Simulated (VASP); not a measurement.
# Mo (Im-3m) in VASP: a series of runs

Runs on Mo. Level: PBE. Tasks: single point, relaxation of cell and atoms.

Everything below comes from runs of VASP 6.6.1. Logs are shortened: lines on timing, memory, paths and dates and some standing lists are left out, and cuts for length are marked.

### Step 1. The cell of the first run

The structure is cubic, space group Im-3m (No. 229). Conventional cell: a = 2.656 Å, b = 2.656 Å, c = 2.656 Å, α = 90.00°, β = 90.00°, γ = 90.00°. Mo (site symmetry m-3m) has 14 Mo at 2.30 to 2.66 Å within 3.0 Å.

### Step 2. Single point, PBE

File INCAR:

```
PREC     = Accurate       # precision mode
ENCUT    = 520            # plane-wave cutoff, eV
EDIFF    = 1E-6           # SCF threshold, eV
ISMEAR   = -1             # smearing method
SIGMA    = 0.1            # smearing width, eV
LREAL    = F              # projectors in reciprocal space
LASPH    = T              # aspherical terms in the spheres
NELM     = 80             # most SCF steps
ALGO     = Normal         # electronic algorithm
ISIF     = 2              # what is computed and relaxed
LWAVE    = F              # write WAVECAR
LCHARG   = F              # write CHGCAR
GGA      = PE             # functional
NBANDS   = 13             # bands
```

File KPOINTS:

```
Automatic mesh
0
Gamma
  20 20 20
```

File POSCAR:

```
Mo
1.0
   -1.3278523543      1.3278523543      1.3278523543
    1.3278523543     -1.3278523543      1.3278523543
    1.3278523543      1.3278523543     -1.3278523543
Mo
1
Direct
    0.0000000000      0.0000000000      0.0000000000
```

Potentials or basis: VASP PAW PBE potentials, release 64 (Mo_sv).

Command:

```bash
$ cat potpaw_PBE.64/Mo_sv/POTCAR > POTCAR
$ mpirun -np 1 vasp_std > vasp.out
```

OUTCAR:

```text
PREC = Accurate
   ENCUT = 520
   EDIFF = 1E-6
   ISMEAR = -1
   LREAL = F
   LASPH = T
   NELM = 80
   ISIF = 2
   GGA = PE

 ion  position               nearest neighbor table
   1  0.000  0.000  0.000-

  LATTYP: Found a body centered cubic cell.
 ALAT       =     2.6557047086

  Lattice vectors:

 A1 = (  -1.3278523543,   1.3278523543,   1.3278523543)
 A2 = (   1.3278523543,  -1.3278523543,   1.3278523543)
 A3 = (   1.3278523543,   1.3278523543,  -1.3278523543)

Analysis of symmetry for initial positions (statically):
=====================================================================
 Subroutine PRICEL returns:
 Original cell was already a primitive cell.

 Routine SETGRP: Setting up the symmetry group for a
 body centered cubic supercell.

 Subroutine GETGRP returns: Found 48 space group operations
 (whereof 48 operations were pure point group operations)
 out of a pool of 48 trial point group operations.

The static configuration has the point symmetry O_h .

Analysis of symmetry for dynamics (positions and initial velocities):
=====================================================================
 Subroutine PRICEL returns:
 Original cell was already a primitive cell.

 Routine SETGRP: Setting up the symmetry group for a
 body centered cubic supercell.

 Subroutine GETGRP returns: Found 48 space group operations
 (whereof 48 operations were pure point group operations)
 out of a pool of 48 trial point group operations.

The dynamic configuration has the point symmetry O_h .

 Subroutine INISYM returns: Found 48 space group operations
 (whereof 48 operations are pure point group operations),
 and found     1 'primitive' translations

----------------------------------------------------------------------------------------

                                     Primitive cell

  volume of cell :       9.3650

  direct lattice vectors                    reciprocal lattice vectors
    -1.327852354  1.327852354  1.327852354     0.000000000  0.376547888  0.376547888
     1.327852354 -1.327852354  1.327852354     0.376547888  0.000000000  0.376547888
     1.327852354  1.327852354 -1.327852354     0.376547888  0.376547888  0.000000000

  length of vectors
     2.299907743  2.299907743  2.299907743     0.532519131  0.532519131  0.532519131

  position of ions in fractional coordinates (direct lattice)
     0.000000000  0.000000000  0.000000000

  ion indices of the primitive-cell ions
   primitive index   ion index
                 1           1

----------------------------------------------------------------------------------------

 KPOINTS: Automatic mesh

Automatic generation of k-mesh.
 Grid dimensions read from file:
 generate k-points for:   20   20   20

 Generating k-lattice:

  Cartesian coordinates                     Fractional coordinates (reciprocal lattice)
     0.000000000  0.018827394  0.018827394     0.050000000  0.000000000  0.000000000
     0.018827394  0.000000000  0.018827394     0.000000000  0.050000000  0.000000000
     0.018827394  0.018827394  0.000000000     0.000000000  0.000000000  0.050000000

  Length of vectors
     0.026625957  0.026625957  0.026625957

  Shift w.r.t. Gamma in fractional coordinates (k-lattice)
     0.000000000  0.000000000  0.000000000

 Subroutine IBZKPT returns following result:
 ===========================================

 Found    256 irreducible k-points:

 Following reciprocal coordinates:
            Coordinates               Weight
  0.000000  0.000000  0.000000      1.000000
  0.050000  0.000000  0.000000     12.000000
  0.100000  0.000000  0.000000     12.000000
  0.150000  0.000000  0.000000     12.000000
  0.200000  0.000000  0.000000     12.000000
  0.250000  0.000000  0.000000     12.000000
[... 16 lines left out ...]
  0.200000  0.100000 -0.000000     48.000000
  0.250000  0.100000  0.000000     48.000000
 [... further k-points ...]
   k-points           NKPTS =    256   k-points in BZ     NKDIM =    256   number of bands    NBANDS=     13
   number of dos      NEDOS =    301   number of ions     NIONS =      1
   total plane-waves  NPLWV =   5832
   dimension x,y,z NGX =    18 NGY =   18 NGZ =   18
   dimension x,y,z NGXF=    36 NGYF=   36 NGZF=   36
   ions per type =               1
   NGX,Y,Z   is equivalent  to a cutoff of  13.01, 13.01, 13.01 a.u.
   NGXF,Y,Z  is equivalent  to a cutoff of  26.02, 26.02, 26.02 a.u.
 SYSTEM =  unknown system
   PREC   = accura    normal or accurate (medium, high low for compatibility)
   ISTART =      0    job   : 0-new  1-cont  2-samecut
   ICHARG =      2    charge: 1-file 2-atom 10-const
   ISPIN  =      1    spin polarized calculation?
   LNONCOLLINEAR =      F non collinear calculations
   LSORBIT =      F    spin-orbit coupling
   LASPH  =      T    aspherical Exc in radial PAW
   ENCUT  =  520.0 eV  38.22 Ry    6.18 a.u.   4.28  4.28  4.28*2*pi/ulx,y,z
   NELM   =     80;   NELMIN=  2; NELMDL= -5     # of ELM steps
[... 21 lines left out ...]
  volume/ion in A,a.u.               =       9.37        63.20
  Fermi-wavevector in a.u.,A,eV,Ry     =   1.871893  3.537365 47.674597  3.503984
  Thomas-Fermi vector in A             =   2.917390
   LORBIT       =      0    0 simple, 1 ext, 2 COOP (PROOUT), +10 PAW based schemes
   GGA     = PE    functional components
   LHFCALC =     F    Hartree Fock is set to
   AEXX    =    0.0000 exact exchange contribution
   IVDW    =     0    specifies the selected vdW correction
   LEPSILON=     F    determine dielectric tensor
   LRPA    =     F    only Hartree local field effects (RPA)
 non-spin polarized calculation
  energy-cutoff  :      520.00
  volume of cell :        9.37
 maximum number of plane-waves:       259
 NGX is ok and might be reduce to    18
   NGX =  9   NGY =  9   NGZ =  9

 number of electron      13.9999997 magnetization

 Free energy of the ion-electron system (eV)
  ---------------------------------------------------
  ext. energy  EPLUGINS =         0.00000000
  ---------------------------------------------------
  free energy    TOTEN  =        -5.87460980 eV

  energy without entropy =       -5.85579620  energy(sigma->0) =       -5.86520300

 E-fermi :  23.0236     XC(G=0): -16.5262

 val. band max:       23.0145758380   @ k =   0.5000   0.5000   0.1500
 cond. band min:      23.0312891994   @ k =  -0.3500   0.4000   0.2000
 fundamental gap:      0.0167133614
 Fermi energy:        23.0235781555

 k-point     1 :       0.0000    0.0000    0.0000
  band No.  band energies     occupation
      1     -39.9568      2.00000
      2     -10.3287      2.00000
      3     -10.3287      2.00000
      4     -10.3287      2.00000
      5      15.3621      2.00000
      6      19.8342      2.00000
      7      19.8342      2.00000
      8      19.8342      2.00000
      9      25.1839      0.00000
     10      25.1839      0.00000
     11      37.6044      0.00000
     12      37.6044      0.00000
     13      37.6044      0.00000

 k-point     2 :       0.0500    0.0000    0.0000
  band No.  band energies     occupation
      1     -39.9197      2.00000
      2     -10.4978      2.00000
      3     -10.3782      2.00000
      4     -10.3324      2.00000
      5      15.5723      2.00000
      6      19.6940      2.00000
      7      19.8162      2.00000
      8      20.0420      2.00000
      9      24.9138      0.00000
     10      25.1691      0.00000
     11      37.8107      0.00000
     12      37.9427      0.00000
     13      38.2382      0.00000

 k-point     3 :       0.1000    0.0000    0.0000
  band No.  band energies     occupation
      1     -39.8109      2.00000
      2     -10.9776      2.00000
      3     -10.5198      2.00000
      4     -10.3431      2.00000
      5      16.1138      2.00000
      6      19.3081      2.00000
      7      19.7742      2.00000
      8      20.6559      2.00000
      9      24.3572      0.00000
     10      25.1417      0.00000
     11      38.3793      0.00000
     12      38.9223      0.00000
     13      39.8999      0.00000
[... 305 lines left out ...]
 k-point    23 :       0.2000    0.1000   -0.0000
  band No.  band energies     occupation
      1     -39.0721      2.00000
      2     -13.6201      2.00000
      3     -11.3531      2.00000
      4     -10.6075      2.00000
      5      16.4832      2.00000
      6      17.6922      2.00000
      7      20.5975      2.00000
      8      23.5806      0.00759
      9      25.9798      0.00000
     10      26.3813      0.00000
     11      40.4981      0.00000
     12      43.5966      0.00000
     13      45.9531      0.00000

 k-point    24 :       0.2500    0.1000    0.0000
  band No.  band energies     occupation
      1     -38.8124      2.00000
      2     -14.4010      2.00000
      3     -11.6753      2.00000
      4     -10.6437      2.00000
      5      15.7664      2.00000
      6      17.1728      2.00000
      7      21.8438      1.99998
      8      24.1990      0.00002
      9      26.5811      0.00000
     10      28.1591      0.00000
     11      39.6757      0.00000
     12      44.5178      0.00000
     13      46.9701      0.00000

 [... further k-points ...]

------------------------ aborting loop because EDIFF is reached ----------------------------------------

  FORCE on cell =-STRESS in cart. coord.  units (eV):
  Direction    XX          YY          ZZ          XY          YZ          ZX
  --------------------------------------------------------------------------------------
  -------------------------------------------------------------------------------------
  Total       22.6151812     22.6151812     22.6151812      0.0000000      0.0000000     -0.0000000
  in kB     3869.0228914   3869.0228914   3869.0228914      0.0000000      0.0000000     -0.0000000
  external PRESSURE =    3869.0228914 kB  Pullay stress =       0.0000000 kB

 VOLUME and BASIS-vectors are now :
 -----------------------------------------------------------------------------
  energy-cutoff  :      520.00
  volume of cell :        9.37
      direct lattice vectors                 reciprocal lattice vectors
    -1.327852354  1.327852354  1.327852354     0.000000000  0.376547888  0.376547888
     1.327852354 -1.327852354  1.327852354     0.376547888  0.000000000  0.376547888
     1.327852354  1.327852354 -1.327852354     0.376547888  0.376547888  0.000000000

 POSITION                                       TOTAL-FORCE (eV/Angst)
 -----------------------------------------------------------------------------------
      0.00000      0.00000      0.00000         0.000000     -0.000000      0.000000
 -----------------------------------------------------------------------------------
    total drift:                                0.000000      0.000000      0.000000

  FREE ENERGIE OF THE ION-ELECTRON SYSTEM (eV)
  ---------------------------------------------------
  free  energy   TOTEN  =        -5.8746097974 eV

  energy  without entropy=       -5.8557962049  energy(sigma->0) =       -5.86520300
```

Wall time 37 s (1 thread of Intel Xeon Platinum 8259CL at 2.50GHz (Skylake/Cascade Lake), shared host); peak memory 0.14 GiB.

What came out:

```
Free energy            : -5.8746 eV
Pressure               : 386.9 GPa
Band gap on the k mesh : zero (bands 7 and 8 overlap by 10.66 eV)
```

Levels at points of the mesh, in eV from the Fermi level:
```
           k point  band 5  band 6  band 7  band 8  band 9  band 10
(0.00, 0.00, 0.00)   -7.66   -3.19   -3.19   -3.19    2.16     2.16
(0.50, 0.00, 0.00)   -9.46   -7.16    2.91    4.01    5.49     9.30
(0.50, 0.50, 0.50)  -11.19  -11.19    7.47    7.47    7.47    14.34
```

Caveat: the cell stands under pressure.

### Step 3. Single point, PBE

File INCAR:

```
SYSTEM = Mo
ALGO = Normal
EDIFF = 1E-6
ENCUT = 520
GGA = PE
ISIF = 2
ISMEAR = -1
LASPH = .TRUE.
LCHARG = .FALSE.
LREAL = .FALSE.
LWAVE = .FALSE.
NBANDS = 13
NELM = 100
PREC = Accurate
SIGMA = 0.1
```

File KPOINTS:

```
k-points
0
G
  20 20 20
  0 0 0
```

POSCAR is that of step 2.

Potentials or basis: VASP PAW PBE potentials, release 64 (Mo_sv).

Command:

```bash
$ cat potpaw_PBE.64/Mo_sv/POTCAR > POTCAR
$ mpirun -np 1 vasp_std > vasp.out
```

Run time: 24 s. Hardware: 1 thread of Intel Xeon Platinum 8259CL at 2.50GHz (Skylake/Cascade Lake), shared host; peak memory 0.14 GiB.

The run converged. Its results:

- Free energy: -5.8746 eV
- Pressure: 386.9 GPa
- Band gap on the k mesh: zero (bands 7 and 8 overlap by 10.66 eV)

Levels at points of the mesh, in eV from the Fermi level:
| k point | band 4 | band 5 | band 6 | band 7 | band 8 | band 9 | band 10 | band 11 |
| --- | --- | --- | --- | --- | --- | --- | --- | --- |
| (0.00, 0.00, 0.00) | -33.35 | -7.66 | -3.19 | -3.19 | -3.19 | 2.16 | 2.16 | 14.58 |
| (0.50, 0.00, 0.00) | -33.51 | -9.46 | -7.16 | 2.91 | 4.01 | 5.49 | 9.30 | 12.26 |
| (0.50, 0.50, 0.50) | -37.22 | -11.19 | -11.19 | 7.47 | 7.47 | 7.47 | 14.34 | 14.34 |

Caveat: the cell stands under pressure.

### Step 4. Single point, PBE

This run uses another cell than the first one, of 15.79 Å³/atom.

File INCAR:

```
  PREC = Accurate
  ENCUT = 520
  EDIFF = 1E-7
  ISMEAR = -1
  SIGMA = 0.1
  LREAL = False
  LASPH = True
  NELM = 60
  ALGO = Normal
  ISIF = 2
  LWAVE = False
  LCHARG = False
  GGA = PE
  NBANDS = 13
```

File KPOINTS:

```
regular mesh
0
Gamma
  20 20 20
```

File POSCAR:

```
Mo
1.0
   -1.5805599907      1.5805599907      1.5805599907
    1.5805599907     -1.5805599907      1.5805599907
    1.5805599907      1.5805599907     -1.5805599907
Mo
1
Direct
    0.0000000000      0.0000000000      0.0000000000
```

Command:

```bash
$ cat potpaw_PBE.64/Mo_sv/POTCAR > POTCAR
$ mpirun -np 1 vasp_std > vasp.out
```

It took 32 s on 1 thread of Intel Xeon Platinum 8259CL at 2.50GHz (Skylake/Cascade Lake), shared host; peak memory 0.16 GiB.

It converged, with:

```yaml
Free_energy: -10.9472 eV
Pressure: 0.5 GPa
Band_gap_on_the_k_mesh: zero (bands 7 and 8 overlap by 5.27 eV)
```

Levels at points of the mesh, in eV from the Fermi level:
```
           k point  band 4  band 5  band 6  band 7  band 8  band 9  band 10  band 11
(0.00, 0.00, 0.00)  -34.58   -7.21   -1.35   -1.35   -1.35    1.64     1.64    14.81
(0.50, 0.00, 0.00)  -34.59   -5.27   -3.36    1.58    1.66    2.28     4.67    11.48
(0.50, 0.50, 0.50)  -35.51   -5.37   -5.37    3.92    3.92    3.92     8.98     8.98
```

### Step 5. Relaxation of cell and atoms, PBE, target pressure 380 GPa, at which the enthalpy is minimised

File INCAR:

```
PREC = Accurate ; ENCUT = 600
EDIFF = 1E-6 ; ISMEAR = -1
SIGMA = 0.1 ; LREAL = F
LASPH = T ; NELM = 80
ALGO = Normal ; ISIF = 3
LWAVE = F ; LCHARG = F
GGA = PE ; IBRION = 2
NSW = 60 ; EDIFFG = -0.005
PSTRESS = 3800.0
```

KPOINTS is that of step 4.

File POSCAR:

```
Mo
1.0
   -1.3286373775      1.3286373775      1.3286373775
    1.3286373775     -1.3286373775      1.3286373775
    1.3286373775      1.3286373775     -1.3286373775
Mo
1
Direct
    0.0000000000      0.0000000000      0.0000000000
```

Command:

```bash
$ cat potpaw_PBE.64/Mo_sv/POTCAR > POTCAR
$ mpirun -np 1 vasp_std > vasp.out
```

Wall time 54 s (1 thread of Intel Xeon Platinum 8259CL at 2.50GHz (Skylake/Cascade Lake), shared host); peak memory 0.15 GiB.

The run converged. Its results:

```
Free energy                                                : -5.9786 eV
Relaxed volume                                             : 9.41 Å³/atom
Relaxed cell                                               : a = 2.303 Å, b = 2.303 Å, c = 2.303 Å, α = 109.47°, β = 109.47°, γ = 109.47°
Space group after relaxing (to 0.1 Å)                      : Im-3m (No. 229)
Energy change on relaxing (the run minimises the enthalpy) : -63.7 meV/atom
Ionic steps                                                : 3
Pressure after relaxing                                    : 379.9 GPa
Band gap on the k mesh                                     : zero (bands 7 and 8 overlap by 10.60 eV)
```

The path:
```
step  energy change (eV)  largest force (eV/Å)  pressure (GPa)  volume (Å³)
   1              0.0000                0.0000          384.09         9.38
   2             -0.7386                0.0000          335.85         9.71
   3             -0.0637                0.0000          379.95         9.41
```

Final structure:
```
Mo
1.0
    -1.32990    1.32990    1.32990
     1.32990   -1.32990    1.32990
     1.32990    1.32990   -1.32990
Mo
1
Direct
  0.00000 0.00000 0.00000
```

Levels at points of the mesh, in eV from the Fermi level:
| k point | band 5 | band 6 | band 7 | band 8 | band 9 | band 10 |
| --- | --- | --- | --- | --- | --- | --- |
| (0.00, 0.00, 0.00) | -7.68 | -3.16 | -3.16 | -3.16 | 2.16 | 2.16 |
| (0.50, 0.00, 0.00) | -9.41 | -7.11 | 2.90 | 4.00 | 5.44 | 9.25 |
| (0.50, 0.50, 0.50) | -11.12 | -11.12 | 7.43 | 7.43 | 7.43 | 14.28 |

Caveat: the cell is relaxed towards a set pressure, so the run minimises the enthalpy, not the energy.

### Step 6. Relaxation of cell and atoms, PBE, target pressure 380 GPa, at which the enthalpy is minimised

File INCAR:

```
PREC = Accurate
ENCUT = 600
EDIFF = 1E-6
ISMEAR = -1
SIGMA = 0.1
LREAL = False
LASPH = True
NELM = 60
ALGO = Normal
ISIF = 3
LWAVE = False
LCHARG = False
GGA = PE
IBRION = 2
NSW = 32
EDIFFG = -0.005
PSTRESS = 3800.0
```

File KPOINTS:

```
Automatic mesh
0
Gamma
  20 20 20
```

File POSCAR:

```
Mo
1.0
   -1.3278523543      1.3278523543      1.3278523543
    1.3278523543     -1.3278523543      1.3278523543
    1.3278523543      1.3278523543     -1.3278523543
Mo
1
Direct
    0.0000000000      0.0000000000      0.0000000000
```

Potentials or basis: VASP PAW PBE potentials, release 64 (Mo_sv).

Command:

```bash
$ cat potpaw_PBE.64/Mo_sv/POTCAR > POTCAR
$ mpirun -np 1 vasp_std > vasp.out
```

It took 56 s on 1 thread of Intel Xeon Platinum 8259CL at 2.50GHz (Skylake/Cascade Lake), shared host; peak memory 0.15 GiB.

The run converged. Its results:

* Free energy: -5.9779 eV
* Relaxed volume: 9.41 Å³/atom
* Relaxed cell: a = 2.303 Å, b = 2.303 Å, c = 2.303 Å, α = 109.47°, β = 109.47°, γ = 109.47°
* Space group after relaxing (to 0.1 Å): Im-3m (No. 229)
* Energy change on relaxing (the run minimises the enthalpy): -102.9 meV/atom
* Ionic steps: 4
* Pressure after relaxing: 380.0 GPa
* Band gap on the k mesh: zero (bands 7 and 8 overlap by 10.60 eV)

The path:
| step | energy change (eV) | largest force (eV/Å) | pressure (GPa) | volume (Å³) |
| --- | --- | --- | --- | --- |
| 1 | 0.0000 | 0.0000 | 386.72 | 9.37 |
| 2 | -1.1741 | 0.0000 | 310.01 | 9.91 |
| 3 | -0.1058 | 0.0000 | 379.81 | 9.41 |
| 4 | -0.1029 | 0.0000 | 379.96 | 9.41 |

Final structure:
```
Mo
1.0
    -1.32988    1.32988    1.32988
     1.32988   -1.32988    1.32988
     1.32988    1.32988   -1.32988
Mo
1
Direct
  0.00000 0.00000 0.00000
```

Levels at points of the mesh, in eV from the Fermi level:
```csv
k point,band 4,band 5,band 6,band 7,band 8,band 9,band 10,band 11
"(0.00, 0.00, 0.00)",-33.36,-7.68,-3.16,-3.16,-3.16,2.16,2.16,14.59
"(0.50, 0.00, 0.00)",-33.52,-9.41,-7.11,2.90,4.00,5.44,9.25,12.26
"(0.50, 0.50, 0.50)",-37.19,-11.12,-11.12,7.43,7.43,7.43,14.28,14.28
```

Caveat: the cell is relaxed towards a set pressure, so the run minimises the enthalpy, not the energy.

### Step 7. The runs side by side

| task | cell | cutoff (eV) | gap on the mesh (eV) | pressure (GPa) |
| --- | --- | --- | --- | --- |
| single point | a = 2.300 Å, angles 109.5°, 1 atom | 520 | none | 386.9 |
| single point | a = 2.738 Å, angles 109.5°, 1 atom | 520 | none | 0.5 |
| relaxation of cell and atoms | relaxed to 380 GPa from a = 2.301 Å, angles 109.5°, 1 atom | 600 | none | 379.9 |
| relaxation of cell and atoms | relaxed to 380 GPa from a = 2.300 Å, angles 109.5°, 1 atom | 600 | none | 380.0 |

Alike in all rows: level PBE; potentials or basis VASP PAW PBE potentials, release 64 (Mo_sv); no spin polarisation; k mesh 20 × 20 × 20; smearing fermi-dirac 0.1 eV.

Caveats: the cell is relaxed towards a set pressure, so the run minimises the enthalpy, not the energy (at least some runs); the cell stands under pressure (at least some runs).

Absolute energies hang on the potentials; compare differences alone.
